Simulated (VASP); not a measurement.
# Ag (Fm-3m) in VASP: a series of runs, part 2 of 2

VASP 6.6.1. Earlier steps stand in the parts before.

### 6 Single point, PBE (volume scaled by 0.97)

INCAR reads:

```
SYSTEM = Ag
  PREC = Accurate
  ENCUT = 520
  EDIFF = 1E-7
  ISMEAR = -1
  SIGMA = 0.03
  LREAL = .False.
  LASPH = .True.
  NELM = 80
  ALGO = Normal
  ISIF = 2
  LWAVE = .False.
  LCHARG = .True.
  GGA = PE
  LELF = .True.
  LVHAR = .True.
  NBANDS = 12
```

KPOINTS reads:

```
Automatic mesh
0
Gamma
  15 15 15
  0 0 0
```

POSCAR reads:

```
Ag
1.0
    0.0000000000      2.0224612152      2.0224612152
    2.0224612152      0.0000000000      2.0224612152
    2.0224612152      2.0224612152      0.0000000000
Ag
1
Direct
    0.0000000000      0.0000000000      0.0000000000
```

Potentials or basis: VASP PAW PBE potentials, release 64 (Ag).

Started as:

```bash
$ cat potpaw_PBE.64/Ag/POTCAR > POTCAR
$ mpirun -np 1 vasp_std > vasp.out
```

OUTCAR:

```text
SYSTEM = Ag
   PREC = Accurate
   ENCUT = 520
   EDIFF = 1E-7
   ISMEAR = -1
   LREAL = .False.
   LASPH = .True.
   NELM = 80
   ISIF = 2
   GGA = PE

 ion  position               nearest neighbor table
   1  0.000  0.000  0.000-

  LATTYP: Found a face centered cubic cell.
 ALAT       =     4.0449224304

  Lattice vectors:

 A1 = (   0.0000000000,   2.0224612152,   2.0224612152)
 A2 = (   2.0224612152,   0.0000000000,   2.0224612152)
 A3 = (   2.0224612152,   2.0224612152,   0.0000000000)

Analysis of symmetry for initial positions (statically):
=====================================================================
 Subroutine PRICEL returns:
 Original cell was already a primitive cell.

 Routine SETGRP: Setting up the symmetry group for a
 face centered cubic supercell.

 Subroutine GETGRP returns: Found 48 space group operations
 (whereof 48 operations were pure point group operations)
 out of a pool of 48 trial point group operations.

The static configuration has the point symmetry O_h .

Analysis of symmetry for dynamics (positions and initial velocities):
=====================================================================
 Subroutine PRICEL returns:
 Original cell was already a primitive cell.

 Routine SETGRP: Setting up the symmetry group for a
 face centered cubic supercell.

 Subroutine GETGRP returns: Found 48 space group operations
 (whereof 48 operations were pure point group operations)
 out of a pool of 48 trial point group operations.

The dynamic configuration has the point symmetry O_h .

 Subroutine INISYM returns: Found 48 space group operations
 (whereof 48 operations are pure point group operations),
 and found     1 'primitive' translations

----------------------------------------------------------------------------------------

                                     Primitive cell

  volume of cell :      16.5451

  direct lattice vectors                    reciprocal lattice vectors
[... 106 lines left out ...]
  volume/ion in A,a.u.               =      16.55       111.65
  Fermi-wavevector in a.u.,A,eV,Ry     =   1.428835  2.700107 27.777253  2.041571
  Thomas-Fermi vector in A             =   2.548854
   LORBIT       =      0    0 simple, 1 ext, 2 COOP (PROOUT), +10 PAW based schemes
   GGA     = PE    functional components
   LHFCALC =     F    Hartree Fock is set to
   AEXX    =    0.0000 exact exchange contribution
   IVDW    =     0    specifies the selected vdW correction
   LEPSILON=     F    determine dielectric tensor
   LRPA    =     F    only Hartree local field effects (RPA)
 non-spin polarized calculation
  energy-cutoff  :      520.00
  volume of cell :       16.55
 maximum number of plane-waves:       459
 NGX is ok and might be reduce to    24
   NGX = 11   NGY = 11   NGZ = 11

 number of electron      11.0000001 magnetization

 Free energy of the ion-electron system (eV)
  ---------------------------------------------------
  ext. energy  EPLUGINS =         0.00000000
  ---------------------------------------------------
  free energy    TOTEN  =        -2.68358433 eV

  energy without entropy =       -2.68211907  energy(sigma->0) =       -2.68285170

 E-fermi :   9.0307     XC(G=0): -12.3915

 val. band max:        9.0244844856   @ k =  -0.3333   0.2000   0.0000
 cond. band min:       9.0308338500   @ k =  -0.4000   0.1333   0.0000
 fundamental gap:      0.0063493644
 Fermi energy:         9.0306724672

 k-point     1 :       0.0000    0.0000    0.0000
  band No.  band energies     occupation
      1       0.8633      2.00000
      2       3.9321      2.00000
      3       3.9321      2.00000
      4       3.9321      2.00000
      5       5.0221      2.00000
      6       5.0221      2.00000
      7      24.9421      0.00000
      8      28.6992      0.00000
      9      28.6992      0.00000
     10      28.6992      0.00000
     11      33.5830      0.00000
     12      34.9263      0.00000
[... 331 lines left out ...]
 k-point    24 :       0.2000    0.1333    0.0000
  band No.  band energies     occupation
      1       2.0246      2.00000
      2       3.5159      2.00000
      3       4.3078      2.00000
      4       4.3441      2.00000
      5       4.7602      2.00000
      6       5.2218      2.00000
      7      24.2039      0.00000
      8      25.7023      0.00000
      9      26.2645      0.00000
     10      27.6799      0.00000
     11      31.5970      0.00000
     12      34.5535      0.00000

 [... further k-points ...]
[... 5 lines left out ...]
  --------------------------------------------------------------------------------------
  -------------------------------------------------------------------------------------
  Total        0.8485413      0.8485413      0.8485413     -0.0000000     -0.0000000      0.0000000
  in kB       82.1699409     82.1699409     82.1699409     -0.0000000     -0.0000000      0.0000000
  external PRESSURE =      82.1699409 kB  Pullay stress =       0.0000000 kB

 VOLUME and BASIS-vectors are now :
 -----------------------------------------------------------------------------
  energy-cutoff  :      520.00
  volume of cell :       16.55
      direct lattice vectors                 reciprocal lattice vectors
     0.000000000  2.022461215  2.022461215    -0.247223530  0.247223530  0.247223530
     2.022461215  0.000000000  2.022461215     0.247223530 -0.247223530  0.247223530
     2.022461215  2.022461215  0.000000000     0.247223530  0.247223530 -0.247223530

 POSITION                                       TOTAL-FORCE (eV/Angst)
 -----------------------------------------------------------------------------------
      0.00000      0.00000      0.00000        -0.000000     -0.000000     -0.000000
 -----------------------------------------------------------------------------------
    total drift:                                0.000000      0.000000      0.000000

  FREE ENERGIE OF THE ION-ELECTRON SYSTEM (eV)
  ---------------------------------------------------
  free  energy   TOTEN  =        -2.6835843314 eV

  energy  without entropy=       -2.6821190714  energy(sigma->0) =       -2.68285170
```

OSZICAR:

```text
N       E                     dE             d eps       ncg     rms          rms(c)
DAV:   1     0.521102787757E+02    0.52110E+02   -0.55055E+03  2904   0.832E+02
DAV:   2    -0.213149537239E+01   -0.54242E+02   -0.51322E+02  3348   0.196E+02
DAV:   3    -0.294916219403E+01   -0.81767E+00   -0.81726E+00  3388   0.253E+01
DAV:   4    -0.295156917999E+01   -0.24070E-02   -0.24069E-02  3344   0.144E+00
DAV:   5    -0.295158727144E+01   -0.18091E-04   -0.18092E-04  3412   0.112E-01    0.567E+00
DAV:   6    -0.269656494421E+01    0.25502E+00   -0.96504E-01  3184   0.888E+00    0.362E+00
DAV:   7    -0.268685343851E+01    0.97115E-02   -0.12313E-02  3328   0.104E+00    0.201E+00
DAV:   8    -0.268357361890E+01    0.32798E-02   -0.70215E-04  3280   0.191E-01    0.101E-01
DAV:   9    -0.268357965338E+01   -0.60345E-05   -0.87650E-06  3344   0.230E-02    0.268E-02
DAV:  10    -0.268358489952E+01   -0.52461E-05   -0.39682E-06  3340   0.184E-02    0.640E-03
DAV:  11    -0.268358439059E+01    0.50893E-06   -0.98543E-08  3056   0.262E-03    0.674E-04
DAV:  12    -0.268358433142E+01    0.59173E-07   -0.55087E-09  1768   0.632E-04
   1 F= -.26835843E+01 E0= -.26828517E+01  d E =-.146526E-02
```

Run time: 16 s. Hardware: 1 thread of Intel Xeon 6975P-C, shared host; peak memory 0.15 GiB.

What came out:

```yaml
Free_energy: -2.6836 eV
Pressure: 8.2 GPa
```

### 7 Summary

```tsv
spin	cell	gap on the mesh (eV)	pressure (GPa)
off	a = 2.889 Å, angles 60.0°, 1 atom	none	4.4
non-collinear, zero start, SOC	a = 2.889 Å, angles 60.0°, 1 atom	-	4.3
off	a = 2.831 Å, angles 60.0°, 1 atom	none	12.8
off	a = 2.860 Å, angles 60.0°, 1 atom	none	8.2
```

Alike in all rows: task single point; level PBE; potentials or basis VASP PAW PBE potentials, release 64 (Ag); k mesh 15 × 15 × 15; cutoff (eV) 520; smearing fermi-dirac 0.03 eV.

Absolute energies hang on the potentials; compare differences alone.
